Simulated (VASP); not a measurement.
Runs of VASP 6.6.1 on PtSe2. The structure is that of space group P-3m1 (No. 164), or close to it. The cells are those of the table. 

| cell | gap on the mesh (eV) | pressure (GPa) | largest force (eV/Å) |
| --- | --- | --- | --- |
| a = 3.724, b = 3.724, c = 5.467 Å, angles 90.0, 90.0, 120.0°, 3 atoms | none | -6.9 | (a) |
| a = 4.022, b = 4.022, c = 5.467 Å, angles 90.0, 90.0, 120.0°, 3 atoms | none | -17.7 | 1.73 |
| a = 4.022, b = 4.022, c = 5.062 Å, angles 90.0, 90.0, 120.0°, 3 atoms | none | -15.5 | 1.02 |
| a = 4.022, b = 4.022, c = 4.657 Å, angles 90.0, 90.0, 120.0°, 3 atoms | none | -11.9 | (c) |
| a = 3.426, b = 3.426, c = 4.657 Å, angles 90.0, 90.0, 120.0°, 3 atoms | none | (b) | 4.93 |

Alike in all rows: task single point; level LDA; potentials or basis VASP PAW LDA potentials, release 64 (Pt, Se); no spin polarisation; k mesh 15 × 15 × 10; cutoff (eV) 520; smearing gaussian 0.15 eV.

Task: Fill in the values left out.

Result: (a) 0.88; (b) 61.4; (c) 0.28.

Caveats: spin-orbit coupling is left out, which moves the levels of the heavy elements; forces of over 1 eV/Å act on the atoms, so gaps and moduli don't describe the material at rest (some runs).

A k mesh can miss the band edges, and the runs leave out spin-orbit coupling on Pt, Se.

A gap of «none» marks levels without a gap at the run's occupations.
